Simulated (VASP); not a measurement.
A run of VASP 6.6.1 is set up as follows.

File INCAR:

```
PREC = Accurate ; ENCUT = 520
EDIFF = 1E-7 ; ISMEAR = -1
SIGMA = 0.1 ; LREAL = F
LASPH = T ; NELM = 60
ALGO = Normal ; ISIF = 2
LWAVE = F ; LCHARG = T
GGA = RP ; LELF = T
LVHAR = T ; NBANDS = 26
```

The input KPOINTS:

```
Automatic mesh
0
Gamma
  10 10 14
```

POSCAR

```
Mn
1.0
    3.9339228341      0.0000000000      0.0000000000
   -1.9669614170      3.4068771108      0.0000000000
    0.0000000000      0.0000000000      2.4658759749
Mn
3
Direct
    1.0000000000      1.0000000000      0.0000000000
    0.3333333333      0.6666666667      0.5000000000
    0.6666666667      0.3333333333      0.5000000000
```

Potentials or basis: VASP PAW PBE potentials, release 64 (Mn_pv).

Launch:

```sh
$ cat potpaw_PBE.64/Mn_pv/POTCAR > POTCAR
$ mpirun -np 1 vasp_std > vasp.out
```

Q: What does it give for the pressure?

A: 0.1 GPa.

Stress tensor (GPa, compression positive):
```
0.14 0.00 0.00
0.00 0.14 0.00
0.00 0.00 0.00
```

Caveat: the PAW data sets were made with another functional, which shifts forces and pressure a little; the run has no spin polarisation, though such a crystal can be magnetic. Spin polarisation is off, so any magnetic state and its effect on volume and gap are missing.
